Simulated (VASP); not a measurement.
# Si2C (P-62m) in VASP: further runs

Runs on Si2C. Level: PBE. Tasks: single point, relaxation of cell and atoms.

All numbers are computed with VASP 6.6.1; they aren't measurements. Logs are shortened: lines on timing, memory, paths and dates and some standing lists are left out, and cuts for length are marked.

## 1. The cell of the first run

It takes space group P-62m (No. 189, hexagonal). The conventional cell has a = 4.471 Å, b = 4.471 Å, c = 3.951 Å, α = 90.00°, β = 90.00°, γ = 120.00°. Si (site symmetry -62m) has 12 Si at 2.54 to 3.49 Å and 6 C at 2.58 Å within 3.5 Å. Si (site symmetry m2m) has 4 C at 2.45 Å and 8 Si at 2.50 to 2.76 Å within 3.2 Å. C (site symmetry -6) has 9 Si at 2.45 to 2.58 Å and 3 C at 2.58 Å within 3.2 Å.

## 2. Single point, PBE

INCAR

```
SYSTEM = Si2C
PREC = Accurate
ENCUT = 520
EDIFF = 1E-6
ISMEAR = 0
SIGMA = 0.1
LREAL = .FALSE.
LASPH = .TRUE.
NELM = 80
ALGO = Normal
ISIF = 2
LWAVE = .FALSE.
LCHARG = .FALSE.
GGA = PE
NBANDS = 21
```

KPOINTS

```
Automatic mesh
0
G
  6 6 4
  0 0 0
```

POSCAR

```
Si2C
1.0
    4.4705161191      0.0000000027      0.0000000000
   -2.2352580619      3.8715805258      0.0000000000
    0.0000000000      0.0000000000      3.9510994696
Si C
4 2
Direct
    0.0000000000      0.0000000000      0.0000000000
    0.3567325477      0.0000000000      0.5000000000
    0.0000000000      0.3567325477      0.5000000000
    0.6432674523      0.6432674523      0.5000000000
    0.6666666667      0.3333333333      0.0000000000
    0.3333333333      0.6666666667      0.0000000000
```

Potentials or basis: VASP PAW PBE potentials, release 64 (Si, C).

Started as:

```console
> cat potpaw_PBE.64/Si/POTCAR potpaw_PBE.64/C/POTCAR > POTCAR
> mpirun -np 1 vasp_std > vasp.out
```

OUTCAR:

```text
SYSTEM = Si2C
   PREC = Accurate
   ENCUT = 520
   EDIFF = 1E-6
   ISMEAR = 0
   LREAL = .FALSE.
   LASPH = .TRUE.
   NELM = 80
   ISIF = 2
   GGA = PE

 ion  position               nearest neighbor table
   1  0.000  0.000  0.000-   4 2.54   4 2.54   3 2.54   3 2.54   2 2.54   2 2.54   6 2.58   5 2.58
                             6 2.58   5 2.58   5 2.58   6 2.58
   2  0.357  0.000  0.500-   6 2.45   6 2.45   5 2.45   5 2.45   3 2.50   4 2.50   3 2.50   4 2.50
                             1 2.54   1 2.54   4 2.76   3 2.76
   3  0.000  0.357  0.500-   5 2.45   5 2.45   6 2.45   6 2.45   2 2.50   2 2.50   4 2.50   4 2.50
                             1 2.54   1 2.54   4 2.76   2 2.76
   4  0.643  0.643  0.500-   5 2.45   5 2.45   6 2.45   6 2.45   2 2.50   3 2.50   2 2.50   3 2.50
                             1 2.54   1 2.54   3 2.76   2 2.76
   5  0.667  0.333  0.000-   3 2.45   3 2.45   2 2.45   2 2.45   4 2.45   4 2.45   1 2.58   1 2.58
                             1 2.58
   6  0.333  0.667  0.000-   2 2.45   2 2.45   3 2.45   3 2.45   4 2.45   4 2.45   1 2.58   1 2.58
                             1 2.58

  LATTYP: Found a hexagonal cell.
 ALAT       =     4.4705161191
 C/A-ratio  =     0.8838128226

  Lattice vectors:

 A1 = (   4.4705161191,   0.0000000027,   0.0000000000)
 A2 = (  -2.2352580619,   3.8715805258,   0.0000000000)
 A3 = (   0.0000000000,   0.0000000000,   3.9510994696)

Analysis of symmetry for initial positions (statically):
=====================================================================
 Subroutine PRICEL returns:
 Original cell was already a primitive cell.

 Routine SETGRP: Setting up the symmetry group for a
 hexagonal supercell.

 Subroutine GETGRP returns: Found 12 space group operations
 (whereof 12 operations were pure point group operations)
 out of a pool of 24 trial point group operations.

The static configuration has the point symmetry D_3h.

Analysis of symmetry for dynamics (positions and initial velocities):
=====================================================================
 Subroutine PRICEL returns:
 Original cell was already a primitive cell.

 Routine SETGRP: Setting up the symmetry group for a
 hexagonal supercell.

 Subroutine GETGRP returns: Found 12 space group operations
 (whereof 12 operations were pure point group operations)
 out of a pool of 24 trial point group operations.

The dynamic configuration has the point symmetry D_3h.

 Subroutine INISYM returns: Found 12 space group operations
 (whereof 12 operations are pure point group operations),
 and found     1 'primitive' translations

[... 101 lines left out ...]
   NSW    =      0    number of steps for IOM
   IBRION =     -1    ionic relax: 0-MD 1-quasi-New 2-CG
   NFREE  =      0    steps in history (QN), initial steepest desc. (CG)
   ISIF   =      2    stress and relaxation
   ISYM   =      2    0-nonsym 1-usesym 2-fastsym
   POTIM  = 0.5000    time-step for ionic-motion
   TEBEG  =    0.0;   TEEND  =   0.0 temperature during run
   PSTRESS=    0.0 pullay stress
   NELECT =      24.0000    total number of electrons
   NUPDOWN=      -1.0000    fix difference up-down
   EMIN   =  10.00;   EMAX   =-10.00  energy-range for DOS
   EFERMI =   0.00;   METHOD = LEGACY
   ISMEAR =     0;   SIGMA  =   0.10  broadening in eV -4-tet -1-fermi 0-gaus
   EFERMI_NEDOS =   21; number of points for ismear=-14 and -15
   IALGO  =     38    algorithm
   IMIX   =      4    mixing-type and parameters
     AMIX     =   0.40;   BMIX     =  1.00
     AMIX_MAG =   1.60;   BMIX_MAG =  1.00
  volume/ion in A,a.u.               =      11.40        76.91
  Fermi-wavevector in a.u.,A,eV,Ry     =   1.154757  2.182174 18.142875  1.333464
  Thomas-Fermi vector in A             =   2.291391
   LORBIT       =      0    0 simple, 1 ext, 2 COOP (PROOUT), +10 PAW based schemes
   GGA     = PE    functional components
   LHFCALC =     F    Hartree Fock is set to
   AEXX    =    0.0000 exact exchange contribution
   IVDW    =     0    specifies the selected vdW correction
   LEPSILON=     F    determine dielectric tensor
   LRPA    =     F    only Hartree local field effects (RPA)
 non-spin polarized calculation
 Gauss-broadening in eV      SIGMA  =   0.10
  energy-cutoff  :      520.00
  volume of cell :       68.39
 maximum number of plane-waves:      1862
 NGX is ok and might be reduce to    36
   NGX = 17   NGY = 17   NGZ = 15

 number of electron      23.9999999 magnetization

 Free energy of the ion-electron system (eV)
  ---------------------------------------------------
  ext. energy  EPLUGINS =         0.00000000
  ---------------------------------------------------
  free energy    TOTEN  =       -30.18934358 eV

  energy without entropy =      -30.18144939  energy(sigma->0) =      -30.18539649

 E-fermi :  10.0904     XC(G=0): -11.7162

 val. band max:       10.0444782410   @ k =   0.1667   0.0000   0.0000
 cond. band min:      10.1974599328   @ k =   0.5000   0.0000   0.5000
 fundamental gap:      0.1529816918
 Fermi energy:        10.0904476049

 k-point     1 :       0.0000    0.0000    0.0000
  band No.  band energies     occupation
      1      -5.7283      2.00000
      2       0.8950      2.00000
      3       2.0825      2.00000
      4       3.1153      2.00000
      5       3.7237      2.00000
      6       3.8855      2.00000
[... 493 lines left out ...]
     20      16.9401      0.00000
     21      16.9449      0.00000

------------------------ aborting loop because EDIFF is reached ----------------------------------------

  FORCE on cell =-STRESS in cart. coord.  units (eV):
  Direction    XX          YY          ZZ          XY          YZ          ZX
  --------------------------------------------------------------------------------------
  -------------------------------------------------------------------------------------
  Total       -0.0814930     -0.0814930     -0.0257001      0.0000000     -0.0000000      0.0000000
  in kB       -1.9092688     -1.9092688     -0.6021173      0.0000000     -0.0000000      0.0000000
  external PRESSURE =      -1.4735516 kB  Pullay stress =       0.0000000 kB

 VOLUME and BASIS-vectors are now :
 -----------------------------------------------------------------------------
  energy-cutoff  :      520.00
  volume of cell :       68.39
      direct lattice vectors                 reciprocal lattice vectors
     4.470516119  0.000000003  0.000000000     0.223687819  0.129146223  0.000000000
    -2.235258062  3.871580526  0.000000000    -0.000000000  0.258292445  0.000000000
     0.000000000  0.000000000  3.951099470     0.000000000  0.000000000  0.253094109

 POSITION                                       TOTAL-FORCE (eV/Angst)
 -----------------------------------------------------------------------------------
      0.00000      0.00000      0.00000         0.000000     -0.000000      0.000000
      1.59478      0.00000      1.97555        -0.000095     -0.000000      0.000000
     -0.79739      1.38112      1.97555         0.000047     -0.000082     -0.000000
      1.43787      2.49046      1.97555         0.000047      0.000082      0.000000
      2.23526      1.29053      0.00000         0.000000     -0.000000      0.000000
     -0.00000      2.58105      0.00000         0.000000     -0.000000      0.000000
 -----------------------------------------------------------------------------------
    total drift:                               -0.000000     -0.000000      0.000000

  FREE ENERGIE OF THE ION-ELECTRON SYSTEM (eV)
  ---------------------------------------------------
  free  energy   TOTEN  =       -30.1893435834 eV

  energy  without entropy=      -30.1814493924  energy(sigma->0) =      -30.18539649
```

OSZICAR:

```text
N       E                     dE             d eps       ncg     rms          rms(c)
DAV:   1     0.437909561281E+02    0.43791E+02   -0.10457E+04   882   0.991E+02
DAV:   2    -0.268033521598E+02   -0.70594E+02   -0.67305E+02  1089   0.158E+02
DAV:   3    -0.305273870008E+02   -0.37240E+01   -0.36502E+01  1146   0.301E+01
DAV:   4    -0.305720882244E+02   -0.44701E-01   -0.44619E-01  1094   0.354E+00
DAV:   5    -0.305725474391E+02   -0.45921E-03   -0.45909E-03  1107   0.350E-01    0.707E+00
DAV:   6    -0.302540566449E+02    0.31849E+00   -0.14086E+00  1128   0.521E+00    0.411E+00
DAV:   7    -0.302062911516E+02    0.47765E-01   -0.24955E-01  1064   0.256E+00    0.211E+00
DAV:   8    -0.301908263558E+02    0.15465E-01   -0.43090E-02  1085   0.104E+00    0.271E-01
DAV:   9    -0.301893999194E+02    0.14264E-02   -0.67533E-03  1122   0.388E-01    0.148E-01
DAV:  10    -0.301893416108E+02    0.58309E-04   -0.74407E-04  1050   0.149E-01    0.771E-02
DAV:  11    -0.301893465941E+02   -0.49833E-05   -0.68715E-05  1089   0.429E-02    0.117E-02
DAV:  12    -0.301893436301E+02    0.29640E-05   -0.64427E-06  1068   0.121E-02    0.690E-03
DAV:  13    -0.301893435834E+02    0.46688E-07   -0.58254E-07   626   0.398E-03
   1 F= -.30189344E+02 E0= -.30185396E+02  d E =-.789419E-02
```

Wall time 34 s (1 thread of Intel Xeon 8259CL, shared host); peak memory 0.18 GiB.

What came out:

```
Free energy            : -30.1893 eV
Pressure               : -0.1 GPa
Band gap on the k mesh : zero (bands 12 and 13 overlap by 4.33 eV)
```

Stress tensor (GPa, compression positive):
```
-0.19  0.00  0.00
 0.00 -0.19  0.00
 0.00  0.00 -0.06
```

Levels at points of the mesh, in eV from the Fermi level:
```csv
k point,band 10,band 11,band 12,band 13,band 14,band 15
"(0.00, 0.00, 0.00)",-1.49,-1.08,0.28,0.89,0.89,2.11
"(0.50, 0.00, 0.00)",-1.75,-1.33,-0.54,-0.24,0.11,1.46
"(0.00, 0.00, 0.50)",-3.69,-3.37,-3.37,-3.20,-3.20,1.64
"(0.50, 0.00, 0.50)",0.11,0.69,0.99,1.84,2.56,3.07
```

Caveat: the k points lie up to 0.40 Å⁻¹ apart, too coarse for converged energies and pressures of a metal.

[end of part 1 of 2]
